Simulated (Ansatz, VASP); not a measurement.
Two plane-wave programs on TiAl

Contents of INCAR:

```
SYSTEM = TiAl
PREC = Accurate ; ENCUT = 520
EDIFF = 1E-6 ; ISMEAR = 0
SIGMA = 0.15 ; LREAL = .FALSE.
LASPH = .TRUE. ; NELM = 80
ALGO = Fast ; ISIF = 2
LWAVE = .FALSE. ; LCHARG = .TRUE.
GGA = CA ; LELF = .TRUE.
LVHAR = .TRUE. ; NBANDS = 14
```

The input KPOINTS:

```
regular mesh
0
G
  16 16 16
  0 0 0
```

POSCAR

```
TiAl
1.0
    2.8635842596      0.0000000000      0.0000000000
    0.0000000000      2.8635842596      0.0000000000
    0.0000000000      0.0000000000      3.3836111611
Ti Al
1 1
Direct
    0.0000000000      0.0000000000      0.0000000000
    0.5000000000      0.5000000000      0.5000000000
```

Input for Ansatz:

```yaml
crystal:
  lattice:
    - [2.8635842596, 0.0, 0.0]
    - [0.0, 2.8635842596, 0.0]
    - [0.0, 0.0, 3.3836111611]
  atoms:
    - { symbol: Ti, position: [0.0, 0.0, 0.0] }
    - { symbol: Al, position: [0.5, 0.5, 0.5] }
basis:
  ecutwfc: 520.0
kpoints:
  mp_grid: { grid: [16, 16, 16] }
hamiltonian:
  xc: lda
  pseudopotentials: { kind: paw, azcp: { folder: soft_1 } }
scf:
  occupations: { method: gaussian, width: 0.15 }
output:
  forces: true
  stress: true
  eigenvalues: true
```

Alike in both runs: task single point; functional LDA; k mesh 16 × 16 × 16; occupations gaussian, width 0.15 eV; no spin polarisation.

|  | VASP | Ansatz |
| --- | --- | --- |
| version | VASP 6.6.1 | Ansatz 0.2.0 |
| potentials or method | VASP PAW LDA potentials, release 64 (Ti_sv, Al), cutoff 520 eV | scalar-relativistic, plane waves, PAW |
| valence electrons in the cell | 15 | 15 |

```tsv
	VASP	Ansatz	Ansatz less VASP
gap on the k mesh at the Fermi level (eV)	none	none	-
pressure (GPa)	14.8	14.5	-0.26
traceless stress, the component that is largest in VASP (GPa)	7.26	7.26	-0.001
```

Ansatz warns that its potentials were made for another functional, while VASP's fit it. LDA's correlation is that of Perdew and Zunger in VASP and of Perdew and Wang (1992) in Ansatz. A gap of «none» marks a metal or a gap that the smearing closes.
